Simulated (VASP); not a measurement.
# P (Fd-3m) in VASP: notebook

P is run at these levels: RPBE; tasks: single point.

Program: VASP 6.6.1. These are calculated values, not measurements. Logs are shortened: lines on timing, memory, paths and dates and some standing lists are left out, and cuts for length are marked.

## (1) The cell of the first run

It takes space group Fd-3m (No. 227, cubic). The conventional cell has a = 5.541 Å, b = 5.541 Å, c = 5.541 Å, α = 90.00°, β = 90.00°, γ = 90.00°. P (site symmetry -43m) has 4 P at 2.40 Å within 3.2 Å.

## (2) Single point, RPBE

Input file INCAR:

```
PREC = Accurate
ENCUT = 520
EDIFF = 1E-6
ISMEAR = -1
SIGMA = 0.1
LREAL = False
LASPH = True
NELM = 80
ALGO = Normal
ISIF = 2
LWAVE = False
LCHARG = False
GGA = RP
NBANDS = 12
```

Input file KPOINTS:

```
regular mesh
0
Gamma
  10 10 10
```

Input file POSCAR:

```
P
1.0
    0.0000000000      2.7705792786      2.7705792786
    2.7705792786      0.0000000000      2.7705792786
    2.7705792786      2.7705792786      0.0000000000
P
2
Direct
    0.1250000000      0.1250000000      0.1250000000
    0.8750000000      0.8750000000      0.8750000000
```

Potentials or basis: VASP PAW PBE potentials, release 64 (P).

The run is started by

```
$ cat potpaw_PBE.64/P/POTCAR > POTCAR
$ mpirun -np 1 vasp_std > vasp.out
```

OUTCAR:

```text
PREC = Accurate
   ENCUT = 520
   EDIFF = 1E-6
   ISMEAR = -1
   LREAL = False
   LASPH = True
   NELM = 80
   ISIF = 2
   GGA = RP

 ion  position               nearest neighbor table
   1  0.125  0.125  0.125-   2 2.40   2 2.40   2 2.40   2 2.40
   2  0.875  0.875  0.875-   1 2.40   1 2.40   1 2.40   1 2.40

  LATTYP: Found a face centered cubic cell.
 ALAT       =     5.5411585572

  Lattice vectors:

 A1 = (   0.0000000000,   2.7705792786,   2.7705792786)
 A2 = (   2.7705792786,   0.0000000000,   2.7705792786)
 A3 = (   2.7705792786,   2.7705792786,   0.0000000000)

Analysis of symmetry for initial positions (statically):
=====================================================================
 Subroutine PRICEL returns:
 Original cell was already a primitive cell.

 Routine SETGRP: Setting up the symmetry group for a
 face centered cubic supercell.

 Subroutine GETGRP returns: Found 48 space group operations
 (whereof 12 operations were pure point group operations)
 out of a pool of 48 trial point group operations.

The static configuration has the point symmetry D_3d.
 The point group associated with its full space group is O_h .

Analysis of symmetry for dynamics (positions and initial velocities):
=====================================================================
 Subroutine PRICEL returns:
 Original cell was already a primitive cell.

 Routine SETGRP: Setting up the symmetry group for a
 face centered cubic supercell.

 Subroutine GETGRP returns: Found 48 space group operations
 (whereof 12 operations were pure point group operations)
 out of a pool of 48 trial point group operations.

The dynamic configuration has the point symmetry D_3d.
 The point group associated with its full space group is O_h .

 Subroutine INISYM returns: Found 48 space group operations
 (whereof 12 operations are pure point group operations),
 and found     1 'primitive' translations

----------------------------------------------------------------------------------------

                                     Primitive cell

  volume of cell :      42.5345

  direct lattice vectors                    reciprocal lattice vectors
     0.000000000  2.770579279  2.770579279    -0.180467675  0.180467675  0.180467675
     2.770579279  0.000000000  2.770579279     0.180467675 -0.180467675  0.180467675
     2.770579279  2.770579279  0.000000000     0.180467675  0.180467675 -0.180467675

  length of vectors
     3.918190791  3.918190791  3.918190791     0.312579182  0.312579182  0.312579182

  position of ions in fractional coordinates (direct lattice)
     0.125000000  0.125000000  0.125000000
     0.875000000  0.875000000  0.875000000

  ion indices of the primitive-cell ions
   primitive index   ion index
                 1           1
                 2           2

----------------------------------------------------------------------------------------

 KPOINTS: regular mesh

Automatic generation of k-mesh.
 Grid dimensions read from file:
 generate k-points for:   10   10   10

 Generating k-lattice:

  Cartesian coordinates                     Fractional coordinates (reciprocal lattice)
    -0.018046767  0.018046767  0.018046767     0.100000000  0.000000000  0.000000000
     0.018046767 -0.018046767  0.018046767     0.000000000  0.100000000  0.000000000
     0.018046767  0.018046767 -0.018046767     0.000000000  0.000000000  0.100000000

  Length of vectors
     0.031257918  0.031257918  0.031257918

  Shift w.r.t. Gamma in fractional coordinates (k-lattice)
     0.000000000  0.000000000  0.000000000

 Subroutine IBZKPT returns following result:
 ===========================================

 Found     47 irreducible k-points:

 Following reciprocal coordinates:
            Coordinates               Weight
  0.000000  0.000000  0.000000      1.000000
  0.100000  0.000000  0.000000      8.000000
  0.200000  0.000000  0.000000      8.000000
  0.300000  0.000000  0.000000      8.000000
  0.400000  0.000000  0.000000      8.000000
  0.500000  0.000000  0.000000      4.000000
[... 16 lines left out ...]
  0.300000  0.300000  0.000000      6.000000
  0.400000  0.300000  0.000000     24.000000
 [... further k-points ...]
   k-points           NKPTS =     47   k-points in BZ     NKDIM =     47   number of bands    NBANDS=     12
   number of dos      NEDOS =    301   number of ions     NIONS =      2
   total plane-waves  NPLWV =  27000
   dimension x,y,z NGX =    30 NGY =   30 NGZ =   30
   dimension x,y,z NGXF=    60 NGYF=   60 NGZF=   60
   ions per type =               2
   NGX,Y,Z   is equivalent  to a cutoff of  12.73, 12.73, 12.73 a.u.
   NGXF,Y,Z  is equivalent  to a cutoff of  25.46, 25.46, 25.46 a.u.
 SYSTEM =  unknown system
   PREC   = accura    normal or accurate (medium, high low for compatibility)
   ISTART =      0    job   : 0-new  1-cont  2-samecut
   ICHARG =      2    charge: 1-file 2-atom 10-const
   ISPIN  =      1    spin polarized calculation?
   LNONCOLLINEAR =      F non collinear calculations
   LSORBIT =      F    spin-orbit coupling
   LASPH  =      T    aspherical Exc in radial PAW
   ENCUT  =  520.0 eV  38.22 Ry    6.18 a.u.   7.29  7.29  7.29*2*pi/ulx,y,z
   NELM   =     80;   NELMIN=  2; NELMDL= -5     # of ELM steps
   EDIFF  = 0.1E-05   stopping-criterion for ELM
   LREAL  =      F    real-space projection
   EDIFFG = 0.1E-04   stopping-criterion for IOM
   NSW    =      0    number of steps for IOM
   IBRION =     -1    ionic relax: 0-MD 1-quasi-New 2-CG
   NFREE  =      0    steps in history (QN), initial steepest desc. (CG)
   ISIF   =      2    stress and relaxation
   ISYM   =      2    0-nonsym 1-usesym 2-fastsym
   POTIM  = 0.5000    time-step for ionic-motion
   TEBEG  =    0.0;   TEEND  =   0.0 temperature during run
   PSTRESS=    0.0 pullay stress
   NELECT =      10.0000    total number of electrons
   NUPDOWN=      -1.0000    fix difference up-down
   EMIN   =  10.00;   EMAX   =-10.00  energy-range for DOS
   EFERMI =   0.00;   METHOD = LEGACY
   ISMEAR =    -1;   SIGMA  =   0.10  broadening in eV -4-tet -1-fermi 0-gaus
   EFERMI_NEDOS =   21; number of points for ismear=-14 and -15
   IALGO  =     38    algorithm
   IMIX   =      4    mixing-type and parameters
     AMIX     =   0.40;   BMIX     =  1.00
     AMIX_MAG =   1.60;   BMIX_MAG =  1.00
  volume/ion in A,a.u.               =      21.27       143.52
  Fermi-wavevector in a.u.,A,eV,Ry     =   1.010402  1.909383 13.890357  1.020912
  Thomas-Fermi vector in A             =   2.143389
   LORBIT       =      0    0 simple, 1 ext, 2 COOP (PROOUT), +10 PAW based schemes
   GGA     = RP    functional components
   LHFCALC =     F    Hartree Fock is set to
   AEXX    =    0.0000 exact exchange contribution
   IVDW    =     0    specifies the selected vdW correction
   LEPSILON=     F    determine dielectric tensor
   LRPA    =     F    only Hartree local field effects (RPA)
 non-spin polarized calculation
  energy-cutoff  :      520.00
  volume of cell :       42.53
 maximum number of plane-waves:      1167
 NGX is ok and might be reduce to    30
   NGX = 15   NGY = 15   NGZ = 15

 number of electron      10.0000000 magnetization

 Free energy of the ion-electron system (eV)
  ---------------------------------------------------
  ext. energy  EPLUGINS =         0.00000000
  ---------------------------------------------------
  free energy    TOTEN  =        -8.98592037 eV

  energy without entropy =       -8.93833791  energy(sigma->0) =       -8.96212914

 E-fermi :   5.6079     XC(G=0):  -9.2821

 val. band max:        5.5942908132   @ k =   0.5000   0.4000   0.1000
 cond. band min:       5.6241522577   @ k =   0.3000   0.3000   0.0000
 fundamental gap:      0.0298614445
 Fermi energy:         5.6078694920

 k-point     1 :       0.0000    0.0000    0.0000
  band No.  band energies     occupation
      1      -9.0713      2.00000
      2       1.9962      2.00000
      3       2.6890      2.00000
      4       2.6890      2.00000
      5       2.6890      2.00000
      6       5.7750      0.31653
      7       5.7750      0.31653
      8       5.7750      0.31653
      9      11.7698      0.00000
     10      12.4744      0.00000
     11      12.4744      0.00000
     12      15.8593      0.00000

 k-point     2 :       0.1000    0.0000    0.0000
  band No.  band energies     occupation
      1      -8.9613      2.00000
      2       0.7048      2.00000
      3       2.5458      2.00000
      4       2.5458      2.00000
      5       3.5248      2.00000
      6       5.9951      0.04079
      7       5.9951      0.04079
      8       6.1097      0.01314
      9      12.1963      0.00000
     10      12.2057      0.00000
     11      12.2057      0.00000
     12      15.5341      0.00000

 k-point     3 :       0.2000    0.0000    0.0000
  band No.  band energies     occupation
      1      -8.6401      2.00000
      2      -0.9114      2.00000
      3       2.2413      2.00000
      4       2.2413      2.00000
      5       3.7399      2.00000
      6       6.4611      0.00039
      7       6.4611      0.00039
      8       7.2980      0.00000
      9      11.9248      0.00000
     10      11.9248      0.00000
     11      13.0204      0.00000
     12      15.2916      0.00000
[... 286 lines left out ...]
 k-point    23 :       0.3000    0.3000    0.0000
  band No.  band energies     occupation
      1      -7.7734      2.00000
      2      -2.7416      2.00000
      3       0.9876      2.00000
      4       0.9876      2.00000
      5       4.5877      1.99993
      6       5.6242      0.91877
      7       9.0319      0.00000
      8       9.0319      0.00000
      9      10.8636      0.00000
     10      14.1040      0.00000
     11      15.2801      0.00000
     12      17.2263      0.00000

 k-point    24 :       0.4000    0.3000    0.0000
  band No.  band energies     occupation
      1      -7.2714      2.00000
      2      -3.5895      2.00000
      3       0.5501      2.00000
      4       0.8087      2.00000
      5       4.7484      1.99963
      6       5.6563      0.76247
      7       9.2870      0.00000
      8       9.5481      0.00000
      9      12.0121      0.00000
     10      14.8085      0.00000
     11      14.8791      0.00000
     12      16.3264      0.00000

 [... further k-points ...]
[... 5 lines left out ...]
  --------------------------------------------------------------------------------------
  -------------------------------------------------------------------------------------
  Total       -0.0731724     -0.0731724     -0.0731724     -0.0000000     -0.0000000      0.0000000
  in kB       -2.7562339     -2.7562339     -2.7562339     -0.0000000     -0.0000000      0.0000000
  external PRESSURE =      -2.7562339 kB  Pullay stress =       0.0000000 kB

 VOLUME and BASIS-vectors are now :
 -----------------------------------------------------------------------------
  energy-cutoff  :      520.00
  volume of cell :       42.53
      direct lattice vectors                 reciprocal lattice vectors
     0.000000000  2.770579279  2.770579279    -0.180467675  0.180467675  0.180467675
     2.770579279  0.000000000  2.770579279     0.180467675 -0.180467675  0.180467675
     2.770579279  2.770579279  0.000000000     0.180467675  0.180467675 -0.180467675

 POSITION                                       TOTAL-FORCE (eV/Angst)
 -----------------------------------------------------------------------------------
      0.69264      0.69264      0.69264        -0.000000     -0.000000     -0.000000
      4.84851      4.84851      4.84851         0.000000      0.000000      0.000000
 -----------------------------------------------------------------------------------
    total drift:                               -0.000000      0.000000      0.000000

  FREE ENERGIE OF THE ION-ELECTRON SYSTEM (eV)
  ---------------------------------------------------
  free  energy   TOTEN  =        -8.9859203722 eV

  energy  without entropy=       -8.9383379054  energy(sigma->0) =       -8.96212914
```

Run time: 41 s. Hardware: 1 thread of Intel Xeon 6975P-C, shared host; peak memory 0.16 GiB.

What came out:

| Property | Result |
| --- | --- |
| Free energy | -8.9859 eV |
| Pressure | -0.3 GPa |
| Band gap on the k mesh | zero (band 5 reaches 6.62 eV, above the bottom of band 6 at 4.63 eV) |

Levels at points of the mesh, in eV from the Fermi level:
```
           k point  band 1  band 2  band 3  band 4  band 5  band 6  band 7  band 8  band 9  band 10
(0.00, 0.00, 0.00)  -14.68   -3.61   -2.92   -2.92   -2.92    0.17    0.17    0.17    6.16     6.87
(0.50, 0.00, 0.00)  -12.89   -9.69   -3.92   -3.92   -2.32    1.42    1.42    5.63    8.23     8.49
(0.50, 0.50, 0.00)  -11.23  -11.23   -5.15   -5.15   -0.98   -0.98    5.61    5.61    8.44     8.44
```

Caveat: the PAW data sets were made with another functional, which shifts forces and pressure a little.

## (3) Single point, RPBE (volume scaled by 0.88)

Input file INCAR:

```
SYSTEM = P
ALGO = Normal ; EDIFF = 1E-6
ENCUT = 520 ; GGA = RP
ISIF = 2 ; ISMEAR = -1
LASPH = .True. ; LCHARG = .False.
LREAL = .False. ; LWAVE = .False.
NBANDS = 12 ; NELM = 80
PREC = Accurate ; SIGMA = 0.1
```

Input file KPOINTS:

```
k-points
0
Gamma
  11 11 11
  0 0 0
```

Input file POSCAR:

```
P
1.0
    0.0000000000      2.6550017142      2.6550017142
    2.6550017142      0.0000000000      2.6550017142
    2.6550017142      2.6550017142      0.0000000000
P
2
Direct
    0.1250000000      0.1250000000      0.1250000000
    0.8750000000      0.8750000000      0.8750000000
```

Potentials or basis: VASP PAW PBE potentials, release 64 (P).

The run is started by

```
$ cat potpaw_PBE.64/P/POTCAR > POTCAR
$ mpirun -np 1 vasp_std > vasp.out
```

Wall time 36 s (1 thread of Intel Xeon 6975P-C, shared host); peak memory 0.15 GiB.

Results (log left out):

* Free energy: -8.9139 eV
* Pressure: 6.0 GPa
* Band gap on the k mesh: zero (band 5 reaches 7.96 eV, above the bottom of band 6 at 5.94 eV)

Levels at points of the mesh, in eV from the Fermi level:
```
           k point  band 3  band 4  band 5  band 6  band 7  band 8
(0.00, 0.00, 0.00)   -3.37   -3.37   -2.63   -0.09   -0.09   -0.09
```

Caveat: the PAW data sets were made with another functional, which shifts forces and pressure a little.

(Part 1 of 2 ends here.)
